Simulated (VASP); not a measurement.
# BaTiO3 (Pm-3m) in VASP: further runs

Runs on BaTiO3. Level: r2SCAN. Tasks: single point.

Everything below comes from runs of VASP 6.6.1. Logs are shortened: lines on timing, memory, paths and dates and some standing lists are left out, and cuts for length are marked.

## 1. The cell of the first run

The structure is cubic, space group Pm-3m (No. 221). Conventional cell: a = 3.994 Å, b = 3.994 Å, c = 3.994 Å, α = 90.00°, β = 90.00°, γ = 90.00°. Within 3.7 Å of Ba (site symmetry m-3m) lie 12 O at 2.82 Å and 8 Ti at 3.46 Å. Ti (site symmetry m-3m) has 6 O at 2.00 Å within 2.6 Å. O (site symmetry 4/mmm) has 2 Ti at 2.00 Å within 2.6 Å.

## 2. Single point, r2SCAN

POSCAR

```
BaTiO3
1.0
    3.9940387845      0.0000000000      0.0000000000
    0.0000000000      3.9940387845      0.0000000000
    0.0000000000      0.0000000000      3.9940387845
Ba Ti O
1 1 3
Direct
    0.5000000000      0.5000000000      0.5000000000
    0.0000000000      0.0000000000      0.0000000000
    0.5000000000      0.0000000000      0.0000000000
    0.0000000000      0.5000000000      0.0000000000
    0.0000000000      0.0000000000      0.5000000000
```

INCAR.step1

```
SYSTEM = BaTiO3
ALGO = Normal
EDIFF = 1E-4
ENCUT = 520
GGA = PE
ISMEAR = 0
LASPH = .TRUE.
LCHARG = .FALSE.
LREAL = .FALSE.
LWAVE = .TRUE.
NBANDS = 28
NELM = 80
PREC = Accurate
SIGMA = 0.02
```

INCAR.step2

```
SYSTEM = BaTiO3
ALGO = Normal
EDIFF = 1E-7
ENCUT = 520
ISIF = 2
ISMEAR = 0
ISTART = 1
LASPH = .TRUE.
LCHARG = .FALSE.
LMIXTAU = .TRUE.
LREAL = .FALSE.
LWAVE = .FALSE.
METAGGA = R2SCAN
NBANDS = 28
NELM = 80
PREC = Accurate
SIGMA = 0.02
```

KPOINTS

```
k-points
0
G
  8 8 8
  0 0 0
```

Potentials or basis: VASP PAW PBE potentials, release 64 (Ba_sv, Ti_sv, O).

The run is started by

```console
> cat potpaw_PBE.64/Ba_sv/POTCAR potpaw_PBE.64/Ti_sv/POTCAR potpaw_PBE.64/O/POTCAR > POTCAR
> cp INCAR.step1 INCAR
> mpirun -np 1 vasp_std > vasp.out
> cp INCAR.step2 INCAR
> mpirun -np 1 vasp_std > vasp.out
```

OUTCAR:

```text
SYSTEM = BaTiO3
   EDIFF = 1E-7
   ENCUT = 520
   ISIF = 2
   ISMEAR = 0
   ISTART = 1
   LASPH = .TRUE.
   LREAL = .FALSE.
   METAGGA = R2SCAN
   NELM = 80
   PREC = Accurate

 ion  position               nearest neighbor table
   1  0.500  0.500  0.500-   3 2.82   4 2.82   5 2.82   3 2.82   4 2.82   3 2.82   5 2.82   3 2.82
                             4 2.82   5 2.82   4 2.82   5 2.82   2 3.46   2 3.46   2 3.46   2 3.46
   2  0.000  0.000  0.000-   3 2.00   4 2.00   5 2.00   5 2.00   4 2.00   3 2.00   1 3.46   1 3.46
                             1 3.46   1 3.46   1 3.46   1 3.46   1 3.46   1 3.46
   3  0.500  0.000  0.000-   2 2.00   2 2.00   1 2.82   1 2.82   1 2.82   1 2.82
   4  0.000  0.500  0.000-   2 2.00   2 2.00   1 2.82   1 2.82   1 2.82   1 2.82
   5  0.000  0.000  0.500-   2 2.00   2 2.00   1 2.82   1 2.82   1 2.82   1 2.82

  LATTYP: Found a simple cubic cell.
 ALAT       =     3.9940387845

  Lattice vectors:

 A1 = (   3.9940387845,   0.0000000000,   0.0000000000)
 A2 = (   0.0000000000,   3.9940387845,   0.0000000000)
 A3 = (   0.0000000000,   0.0000000000,   3.9940387845)

Analysis of symmetry for initial positions (statically):
=====================================================================
 Subroutine PRICEL returns:
 Original cell was already a primitive cell.

 Routine SETGRP: Setting up the symmetry group for a
 simple cubic supercell.

 Subroutine GETGRP returns: Found 48 space group operations
 (whereof 48 operations were pure point group operations)
 out of a pool of 48 trial point group operations.

The static configuration has the point symmetry O_h .

Analysis of symmetry for dynamics (positions and initial velocities):
=====================================================================
 Subroutine PRICEL returns:
 Original cell was already a primitive cell.

 Routine SETGRP: Setting up the symmetry group for a
 simple cubic supercell.

 Subroutine GETGRP returns: Found 48 space group operations
 (whereof 48 operations were pure point group operations)
 out of a pool of 48 trial point group operations.

The dynamic configuration has the point symmetry O_h .

 Subroutine INISYM returns: Found 48 space group operations
 (whereof 48 operations are pure point group operations),
 and found     1 'primitive' translations

----------------------------------------------------------------------------------------

                                     Primitive cell

  volume of cell :      63.7143

  direct lattice vectors                    reciprocal lattice vectors
     3.994038784  0.000000000  0.000000000     0.250373132  0.000000000  0.000000000
     0.000000000  3.994038784  0.000000000     0.000000000  0.250373132  0.000000000
     0.000000000  0.000000000  3.994038784     0.000000000  0.000000000  0.250373132

  length of vectors
     3.994038784  3.994038784  3.994038784     0.250373132  0.250373132  0.250373132

  position of ions in fractional coordinates (direct lattice)
     0.500000000  0.500000000  0.500000000
     0.000000000  0.000000000  0.000000000
     0.500000000  0.000000000  0.000000000
     0.000000000  0.500000000  0.000000000
     0.000000000  0.000000000  0.500000000

  ion indices of the primitive-cell ions
   primitive index   ion index
                 1           1
                 2           2
                 3           3
                 4           4
                 5           5

----------------------------------------------------------------------------------------

 KPOINTS: k-points

Automatic generation of k-mesh.
 Grid dimensions read from file:
 generate k-points for:    8    8    8

 Generating k-lattice:

  Cartesian coordinates                     Fractional coordinates (reciprocal lattice)
     0.031296642  0.000000000  0.000000000     0.125000000  0.000000000  0.000000000
     0.000000000  0.031296642  0.000000000     0.000000000  0.125000000  0.000000000
     0.000000000  0.000000000  0.031296642     0.000000000  0.000000000  0.125000000

  Length of vectors
     0.031296642  0.031296642  0.031296642

  Shift w.r.t. Gamma in fractional coordinates (k-lattice)
     0.000000000  0.000000000  0.000000000

 Subroutine IBZKPT returns following result:
 ===========================================

 Found     35 irreducible k-points:

 Following reciprocal coordinates:
            Coordinates               Weight
  0.000000  0.000000  0.000000      1.000000
  0.125000  0.000000  0.000000      6.000000
  0.250000  0.000000  0.000000      6.000000
  0.375000  0.000000  0.000000      6.000000
  0.500000  0.000000  0.000000      3.000000
  0.125000  0.125000  0.000000     12.000000
[... 16 lines left out ...]
  0.375000  0.375000  0.125000     24.000000
  0.500000  0.375000  0.125000     24.000000
 [... further k-points ...]
   k-points           NKPTS =     35   k-points in BZ     NKDIM =     35   number of bands    NBANDS=     28
   number of dos      NEDOS =    301   number of ions     NIONS =      5
   total plane-waves  NPLWV =  27000
   dimension x,y,z NGX =    30 NGY =   30 NGZ =   30
   dimension x,y,z NGXF=    60 NGYF=   60 NGZF=   60
   ions per type =               1   1   3
   NGX,Y,Z   is equivalent  to a cutoff of  12.49, 12.49, 12.49 a.u.
   NGXF,Y,Z  is equivalent  to a cutoff of  24.97, 24.97, 24.97 a.u.
 SYSTEM =  BaTiO3
   PREC   = accura    normal or accurate (medium, high low for compatibility)
   ISTART =      1    job   : 0-new  1-cont  2-samecut
   ICHARG =      0    charge: 1-file 2-atom 10-const
   ISPIN  =      1    spin polarized calculation?
   LNONCOLLINEAR =      F non collinear calculations
   LSORBIT =      F    spin-orbit coupling
   LASPH  =      T    aspherical Exc in radial PAW
   ENCUT  =  520.0 eV  38.22 Ry    6.18 a.u.   7.43  7.43  7.43*2*pi/ulx,y,z
   NELM   =     80;   NELMIN=  2; NELMDL=  0     # of ELM steps
   EDIFF  = 0.1E-06   stopping-criterion for ELM
   LREAL  =      F    real-space projection
   EDIFFG = 0.1E-05   stopping-criterion for IOM
   NSW    =      0    number of steps for IOM
   IBRION =     -1    ionic relax: 0-MD 1-quasi-New 2-CG
   NFREE  =      0    steps in history (QN), initial steepest desc. (CG)
   ISIF   =      2    stress and relaxation
   ISYM   =      2    0-nonsym 1-usesym 2-fastsym
   POTIM  = 0.5000    time-step for ionic-motion
   TEBEG  =    0.0;   TEEND  =   0.0 temperature during run
   PSTRESS=    0.0 pullay stress
   NELECT =      40.0000    total number of electrons
   NUPDOWN=      -1.0000    fix difference up-down
   EMIN   =  10.00;   EMAX   =-10.00  energy-range for DOS
   EFERMI =   0.00;   METHOD = LEGACY
   ISMEAR =     0;   SIGMA  =   0.02  broadening in eV -4-tet -1-fermi 0-gaus
   EFERMI_NEDOS =   21; number of points for ismear=-14 and -15
   IALGO  =     38    algorithm
   IMIX   =      4    mixing-type and parameters
     AMIX     =   0.40;   BMIX     =  1.00
     AMIX_MAG =   1.60;   BMIX_MAG =  1.00
  volume/ion in A,a.u.               =      12.74        85.99
  Fermi-wavevector in a.u.,A,eV,Ry     =   1.401789  2.648997 26.735605  1.965012
  Thomas-Fermi vector in A             =   2.524615
   LORBIT       =      0    0 simple, 1 ext, 2 COOP (PROOUT), +10 PAW based schemes
   METAGGA = R2SCAN    functional components
   LHFCALC =     F    Hartree Fock is set to
   AEXX    =    0.0000 exact exchange contribution
   IVDW    =     0    specifies the selected vdW correction
   LEPSILON=     F    determine dielectric tensor
   LRPA    =     F    only Hartree local field effects (RPA)
 non-spin polarized calculation
 Gauss-broadening in eV      SIGMA  =   0.02
  energy-cutoff  :      520.00
  volume of cell :       63.71
 maximum number of plane-waves:      1747
 NGX is ok and might be reduce to    30
   NGX = 15   NGY = 15   NGZ = 15

 number of electron      39.9999976 magnetization

 Free energy of the ion-electron system (eV)
  ---------------------------------------------------
  ext. energy  EPLUGINS =         0.00000000
  ---------------------------------------------------
  free energy    TOTEN  =       -74.23045279 eV

  energy without entropy =      -74.23045279  energy(sigma->0) =      -74.23045279

 E-fermi :   3.7467     XC(G=0): -11.9554

 val. band max:        3.5810485671   @ k =   0.5000   0.5000   0.5000
 cond. band min:       5.7309503041   @ k =   0.0000   0.0000   0.0000
 fundamental gap:      2.1499017370
 Fermi energy:         3.7466714538

 k-point     1 :       0.0000    0.0000    0.0000
  band No.  band energies     occupation
      1     -55.2709      2.00000
      2     -30.4328      2.00000
      3     -30.4328      2.00000
      4     -30.4328      2.00000
      5     -21.8753      2.00000
      6     -14.2937      2.00000
[... 20 lines left out ...]
     27       9.1907      0.00000
     28      11.9658      0.00000

 k-point     2 :       0.1250    0.0000    0.0000
  band No.  band energies     occupation
      1     -55.2707      2.00000
      2     -30.4416      2.00000
      3     -30.4325      2.00000
      4     -30.4325      2.00000
      5     -21.8561      2.00000
      6     -14.3023      2.00000
[... 20 lines left out ...]
     27       9.5097      0.00000
     28      12.3425      0.00000

 k-point     3 :       0.2500    0.0000    0.0000
  band No.  band energies     occupation
      1     -55.2703      2.00000
      2     -30.4628      2.00000
      3     -30.4318      2.00000
      4     -30.4318      2.00000
      5     -21.8092      2.00000
      6     -14.3725      2.00000
[... 20 lines left out ...]
     27      10.3559      0.00000
     28      12.6555      0.00000

 k-point     4 :       0.3750    0.0000    0.0000
  band No.  band energies     occupation
      1     -55.2699      2.00000
      2     -30.4839      2.00000
      3     -30.4310      2.00000
      4     -30.4310      2.00000
      5     -21.7611      2.00000
      6     -14.4832      2.00000
[... 578 lines left out ...]
     27      12.6549      0.00000
     28      12.8468      0.00000

 k-point    23 :       0.3750    0.3750    0.1250
  band No.  band energies     occupation
      1     -55.2687      2.00000
      2     -30.4809      2.00000
      3     -30.4805      2.00000
      4     -30.4379      2.00000
      5     -21.6722      2.00000
      6     -14.0485      2.00000
[... 20 lines left out ...]
     27      12.5649      0.00000
     28      13.1872      0.00000

 k-point    24 :       0.5000    0.3750    0.1250
  band No.  band energies     occupation
      1     -55.2686      2.00000
      2     -30.4892      2.00000
      3     -30.4803      2.00000
      4     -30.4376      2.00000
      5     -21.6589      2.00000
      6     -13.9989      2.00000
[... 20 lines left out ...]
     27      12.4290      0.00000
     28      13.3389      0.00000

 [... further k-points ...]
[... 5 lines left out ...]
  --------------------------------------------------------------------------------------
  -------------------------------------------------------------------------------------
  Total        0.8009543      0.8009543      0.8009543     -0.0000000      0.0000000      0.0000000
  in kB       20.1410205     20.1410205     20.1410205     -0.0000000      0.0000000      0.0000000
  external PRESSURE =      20.1410205 kB  Pullay stress =       0.0000000 kB

 VOLUME and BASIS-vectors are now :
 -----------------------------------------------------------------------------
  energy-cutoff  :      520.00
  volume of cell :       63.71
      direct lattice vectors                 reciprocal lattice vectors
     3.994038784  0.000000000  0.000000000     0.250373132  0.000000000  0.000000000
     0.000000000  3.994038784  0.000000000     0.000000000  0.250373132  0.000000000
     0.000000000  0.000000000  3.994038784     0.000000000  0.000000000  0.250373132

 POSITION                                       TOTAL-FORCE (eV/Angst)
 -----------------------------------------------------------------------------------
      1.99702      1.99702      1.99702         0.000000      0.000000      0.000000
      0.00000      0.00000      0.00000         0.000000      0.000000      0.000000
      1.99702      0.00000      0.00000         0.000000      0.000000      0.000000
      0.00000      1.99702      0.00000         0.000000      0.000000      0.000000
      0.00000      0.00000      1.99702         0.000000      0.000000      0.000000
 -----------------------------------------------------------------------------------
    total drift:                                0.000000     -0.000000      0.000000

  FREE ENERGIE OF THE ION-ELECTRON SYSTEM (eV)
  ---------------------------------------------------
  free  energy   TOTEN  =       -74.2304527860 eV

  energy  without entropy=      -74.2304527860  energy(sigma->0) =      -74.23045279
```

Run time: 3.5 min. Hardware: 1 thread of Intel Xeon 8259CL, shared host; peak memory 0.22 GiB.

What came out:

* Free energy: -74.2305 eV
* Pressure: 2.0 GPa
* Band gap on the k mesh: 2.15 eV (least direct gap 2.30 eV)

Caveat: the PAW data sets were made with another functional, which shifts forces and pressure a little; spin-orbit coupling is left out, which moves the levels of the heavy elements.

## 3. Single point, r2SCAN

This run uses another cell than the first one, of 12.81 Å³/atom.

Edit POSCAR of step 2 so:

```diff
@@ -2,5 +2,5 @@
 1.0
-    3.9940387845      0.0000000000      0.0000000000
-    0.0000000000      3.9940387845      0.0000000000
-    0.0000000000      0.0000000000      3.9940387845
+    4.0009892092      0.0000000000      0.0000000000
+    0.0000000000      4.0009892092      0.0000000000
+    0.0000000000      0.0000000000      4.0009892092
 Ba Ti O
```

INCAR.step1

```
SYSTEM = BaTiO3
PREC = Accurate
ENCUT = 520
ISMEAR = 0
SIGMA = 0.02
LREAL = .FALSE.
LASPH = .TRUE.
NELM = 60
NBANDS = 28
GGA = PE
ALGO = Normal
EDIFF = 1E-4
LWAVE = .TRUE.
LCHARG = .FALSE.
```

INCAR.step2

```
SYSTEM = BaTiO3
PREC = Accurate
ENCUT = 520
EDIFF = 1E-6
ISMEAR = 0
SIGMA = 0.02
LREAL = .FALSE.
LASPH = .TRUE.
NELM = 60
ALGO = Normal
ISIF = 2
LWAVE = .FALSE.
LCHARG = .FALSE.
METAGGA = R2SCAN
LMIXTAU = .TRUE.
NBANDS = 28
ISTART = 1
```

KPOINTS

```
Automatic mesh
0
G
  8 8 8
  0 0 0
```

Potentials or basis: VASP PAW PBE potentials, release 64 (Ba_sv, Ti_sv, O).

The run is started by

```console
> cat potpaw_PBE.64/Ba_sv/POTCAR potpaw_PBE.64/Ti_sv/POTCAR potpaw_PBE.64/O/POTCAR > POTCAR
> cp INCAR.step1 INCAR
> mpirun -np 1 vasp_std > vasp.out
> cp INCAR.step2 INCAR
> mpirun -np 1 vasp_std > vasp.out
```

It took 3.3 min on 1 thread of Intel Xeon 8259CL, shared host; peak memory 0.21 GiB.

The run converged. Its results:

```
Free energy            : -74.2340 eV
Pressure               : 1.0 GPa
Band gap on the k mesh : 2.14 eV (least direct gap 2.29 eV)
```

Levels at points of the mesh, in eV from the valence-band top:
```
           k point  band 16  band 17  band 18  band 19  band 20  band 21  band 22  band 23  band 24  band 25
(0.00, 0.00, 0.00)    -1.13    -1.13    -0.16    -0.16    -0.16     2.14     2.14     2.14     4.18     4.18
(0.50, 0.00, 0.00)    -1.93    -1.83    -1.83    -0.75    -0.75     2.29     3.86     3.86     4.18     6.31
(0.50, 0.50, 0.00)    -2.69    -1.78    -0.89    -0.89    -0.09     3.86     3.86     4.31     5.09     8.11
(0.50, 0.50, 0.50)    -2.42    -2.42     0.00     0.00     0.00     4.55     4.55     4.55     7.42     7.42
```

Caveat: the PAW data sets were made with another functional, which shifts forces and pressure a little; spin-orbit coupling is left out, which moves the levels of the heavy elements. A k mesh can miss the band edges.

## 4. Single point, r2SCAN

This run uses another cell than the first one, of 12.81 Å³/atom.

POSCAR is that of step 3.

INCAR.step1

```
PREC = Accurate
ENCUT = 520
ISMEAR = 0
SIGMA = 0.02
LREAL = F
LASPH = T
NELM = 100
NBANDS = 28
GGA = PE
ALGO = Normal
EDIFF = 1E-4
LWAVE = T
LCHARG = F
```

INCAR.step2

```
PREC = Accurate
ENCUT = 520
EDIFF = 1E-6
ISMEAR = 0
SIGMA = 0.02
LREAL = F
LASPH = T
NELM = 100
ALGO = Normal
ISIF = 2
LWAVE = F
LCHARG = F
METAGGA = R2SCAN
LMIXTAU = T
NBANDS = 28
ISTART = 1
```

KPOINTS

```
Automatic mesh
0
Gamma
  8 8 8
```

The run is started by

```console
> cat potpaw_PBE.64/Ba_sv/POTCAR potpaw_PBE.64/Ti_sv/POTCAR potpaw_PBE.64/O/POTCAR > POTCAR
> cp INCAR.step1 INCAR
> mpirun -np 1 vasp_std > vasp.out
> cp INCAR.step2 INCAR
> mpirun -np 1 vasp_std > vasp.out
```

Wall time 3.6 min (1 thread of Intel Xeon 8259CL, shared host); peak memory 0.21 GiB.

The run converged. Its results:

```yaml
Free_energy: -74.2340 eV
Pressure: 1.0 GPa
Band_gap_on_the_k_mesh: 2.14 eV (least direct gap 2.29 eV)
```

Levels at points of the mesh, in eV from the valence-band top:
| k point | band 18 | band 19 | band 20 | band 21 | band 22 | band 23 |
| --- | --- | --- | --- | --- | --- | --- |
| (0.00, 0.00, 0.00) | -0.16 | -0.16 | -0.16 | 2.14 | 2.14 | 2.14 |
| (0.50, 0.00, 0.00) | -1.83 | -0.75 | -0.75 | 2.29 | 3.86 | 3.86 |
| (0.50, 0.50, 0.00) | -0.89 | -0.89 | -0.09 | 3.86 | 3.86 | 4.31 |
| (0.50, 0.50, 0.50) | 0.00 | 0.00 | 0.00 | 4.55 | 4.55 | 4.55 |

Caveat: the PAW data sets were made with another functional, which shifts forces and pressure a little; spin-orbit coupling is left out, which moves the levels of the heavy elements. A k mesh can miss the band edges.
